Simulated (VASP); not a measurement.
Wanted: the native input for a VASP 6.6.1 run.

| Quantity | Value |
| --- | --- |
| Task | relaxation of the atoms |
| Functional | PBE |
| Dispersion | D3(BJ) |
| Potentials or basis | VASP PAW PBE potentials, release 64 (Si, Ge_d) |
| Cutoff | 520 eV |
| k mesh | 2 × 2 × 2 |
| Occupations | gaussian, width 0.02 eV |
| Spin | no spin polarisation |
| Dipole correction | no |
| Further INCAR settings | LREAL = Auto; ALGO = Normal; EDIFF = 1e-06; IBRION = 2; EDIFFG = -0.03; NSW = 80 |

The structure of Si16Ge (a cell with a defect) lies in POSCAR:

```
Si16Ge
1.0
    0.0000000000      5.4300000000      5.4300000000
    5.4300000000      0.0000000000      5.4300000000
    5.4300000000      5.4300000000      0.0000000000
Si Ge
16 1
Direct
    0.0000000000      0.0000000000      0.0000000000
    0.1250000000      0.1250000000      0.1250000000
    0.0000000000      0.0000000000      0.5000000000
    0.1250000000      0.1250000000      0.6250000000
    0.0000000000      0.5000000000      0.0000000000
    0.1250000000      0.6250000000      0.1250000000
    0.0000000000      0.5000000000      0.5000000000
    0.1250000000      0.6250000000      0.6250000000
    0.5000000000      0.0000000000      0.0000000000
    0.6250000000      0.1250000000      0.1250000000
    0.5000000000      0.0000000000      0.5000000000
    0.6250000000      0.1250000000      0.6250000000
    0.5000000000      0.5000000000      0.0000000000
    0.6250000000      0.6250000000      0.1250000000
    0.5000000000      0.5000000000      0.5000000000
    0.6250000000      0.6250000000      0.6250000000
    0.8170555000      0.3193065000      0.0487933000
```

These files were run (other wordings do the same):

INCAR

```
PREC = Accurate
ENCUT = 520
EDIFF = 1E-6
ISMEAR = 0
SIGMA = 0.02
LREAL = Auto
LASPH = T
NELM = 80
ALGO = Normal
ISIF = 2
LWAVE = F
LCHARG = F
GGA = PE
IVDW = 12
IBRION = 2
NSW = 80
EDIFFG = -0.03
LUSENCCL = F
```

KPOINTS

```
regular mesh
0
Gamma
  2 2 2
```

Potentials or basis: VASP PAW PBE potentials, release 64 (Si, Ge_d).

The run is started by

```sh
$ cat potpaw_PBE.64/Si/POTCAR potpaw_PBE.64/Ge_d/POTCAR > POTCAR
$ mpirun -np 1 vasp_std > vasp.out
```

Results of the run:

The energy gained by relaxing is 91.0 meV/atom and the ionic steps are 22. The pressure after relaxing is 2.6 GPa. The largest force after relaxing is 0.023 eV/Å, the band gap on the k mesh is 0.14 eV and the dispersion energy per atom is -0.333 eV.

Caveat: the k points lie up to 0.50 Å⁻¹ apart.

It took 12 min on 1 × NVIDIA H100 80GB with 1 thread of Intel(R) Xeon(R) Platinum 8481C CPU @ 2.70GHz (Sapphire Rapids), with other jobs on the host, peak memory 1.4 GiB.
